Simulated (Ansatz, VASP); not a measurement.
HC12 in VASP and in Ansatz

File INCAR:

```
SYSTEM = HC12
ALGO     = Normal         ! electronic algorithm
DIPOL    = 0.5 0.5 0.294
EDIFF    = 1E-6           ! SCF threshold, eV
ENCUT    = 520            ! plane-wave cutoff, eV
GGA      = PE             ! functional
IDIPOL   = 3            
ISIF     = 2              ! what is computed and relaxed
ISMEAR   = 0              ! smearing method
LASPH    = .TRUE.         ! aspherical terms in the spheres
LCHARG   = .FALSE.        ! write CHGCAR
LDIPOL   = .TRUE.       
LREAL    = Auto         
LWAVE    = .FALSE.        ! write WAVECAR
NBANDS   = 68             ! bands
NELM     = 100            ! most SCF steps
PREC     = Accurate       ! precision mode
SIGMA    = 0.05           ! smearing width, eV
```

File KPOINTS:

```
k-points
0
G
  5 5 1
  0 0 0
```

File POSCAR:

```
HC12
1.0
    5.0509324483      0.0000000000      0.0000000000
    0.0000000000      5.0509324483      0.0000000000
    0.0000000000      0.0000000000     22.3754933530
C H
24 2
Direct
    0.0000000000      0.2500000000      0.1787670080
    0.0000000000      0.7500000000      0.1787670080
    0.5000000000      0.2500000000      0.1787670080
    0.5000000000      0.7500000000      0.1787670080
    0.0000000000      0.0000000000      0.2186716990
    0.0000000000      0.5000000000      0.2186716990
    0.5000000000      0.0000000000      0.2186716990
    0.5000000000      0.5000000000      0.2186716990
    0.2500000000      0.0000000000      0.2585763899
    0.2500000000      0.5000000000      0.2585763899
    0.7500000000      0.0000000000      0.2585763899
    0.7500000000      0.5000000000      0.2585763899
    0.2500000000      0.2500000000      0.2976014419
    0.2500000000      0.7500000000      0.2976014419
    0.7500000000      0.2500000000      0.2976014419
    0.7500000000      0.7500000000      0.2976014419
    0.0000000000      0.2500000000      0.3394883053
    0.0000000000      0.7500000000      0.3394883053
    0.5000000000      0.2500000000      0.3394883053
    0.5000000000      0.7500000000      0.3394883053
    0.0000000000      0.0000000000      0.3743154719
    0.0000000000      0.5000000000      0.3743154719
    0.5000000000      0.0000000000      0.3743154719
    0.5000000000      0.5000000000      0.3743154719
    0.9356554451      0.3750000000      0.4905140271
    1.0643445549      0.3750000000      0.4905140271
```

Input for Ansatz:

```yaml
crystal:
  lattice:
    - [5.0509324483, 0.0, 0.0]
    - [0.0, 5.0509324483, 0.0]
    - [0.0, 0.0, 22.375493353]
  atoms:
    - { symbol: C, position: [0.0, 0.25, 0.178767008] }
    - { symbol: C, position: [0.0, 0.75, 0.178767008] }
    - { symbol: C, position: [0.5, 0.25, 0.178767008] }
    - { symbol: C, position: [0.5, 0.75, 0.178767008] }
    - { symbol: C, position: [0.0, 0.0, 0.218671699] }
    - { symbol: C, position: [0.0, 0.5, 0.218671699] }
    - { symbol: C, position: [0.5, 0.0, 0.218671699] }
    - { symbol: C, position: [0.5, 0.5, 0.218671699] }
    - { symbol: C, position: [0.25, 0.0, 0.2585763899] }
    - { symbol: C, position: [0.25, 0.5, 0.2585763899] }
    - { symbol: C, position: [0.75, 0.0, 0.2585763899] }
    - { symbol: C, position: [0.75, 0.5, 0.2585763899] }
    - { symbol: C, position: [0.25, 0.25, 0.2976014419] }
    - { symbol: C, position: [0.25, 0.75, 0.2976014419] }
    - { symbol: C, position: [0.75, 0.25, 0.2976014419] }
    - { symbol: C, position: [0.75, 0.75, 0.2976014419] }
    - { symbol: C, position: [0.0, 0.25, 0.3394883053] }
    - { symbol: C, position: [0.0, 0.75, 0.3394883053] }
    - { symbol: C, position: [0.5, 0.25, 0.3394883053] }
    - { symbol: C, position: [0.5, 0.75, 0.3394883053] }
    - { symbol: C, position: [0.0, 0.0, 0.3743154719] }
    - { symbol: C, position: [0.0, 0.5, 0.3743154719] }
    - { symbol: C, position: [0.5, 0.0, 0.3743154719] }
    - { symbol: C, position: [0.5, 0.5, 0.3743154719] }
    - { symbol: H, position: [0.9356554451, 0.375, 0.4905140271] }
    - { symbol: H, position: [1.0643445549, 0.375, 0.4905140271] }
basis:
  ecutwfc: 420
kpoints:
  mp_grid: { grid: [5, 5, 1] }
hamiltonian:
  xc: pbe
  pseudopotentials: { kind: paw, azcp: { folder: soft_1 } }
scf:
  occupations: { method: gaussian, width: 0.05 }
output:
  forces: true
  eigenvalues: true
efield:
  axis: 3
  dipole_correction: true
  ramp_width: 0.04
```

Alike in both runs: task single point; functional PBE; k mesh 5 × 5 × 1; occupations gaussian, width 0.05 eV; no spin polarisation.

|  | VASP | Ansatz |
| --- | --- | --- |
| version | VASP 6.6.1 | Ansatz 0.2.0 |
| potentials or method | VASP PAW PBE potentials, release 64 (C, H), cutoff 520 eV | scalar-relativistic, plane waves, PAW |
| valence electrons in the cell | 98 | 98 |

|  | VASP | Ansatz | Ansatz less VASP |
| --- | --- | --- | --- |
| gap on the k mesh at the Fermi level (eV) | none | none | - |
| rms of the force components (eV/Å) | 1.104 | 1.104 | -0.0005 |

Atom by atom the forces differ by 0.014 eV/Å (rms over components). A gap of «none» marks a metal or a gap that the smearing closes.
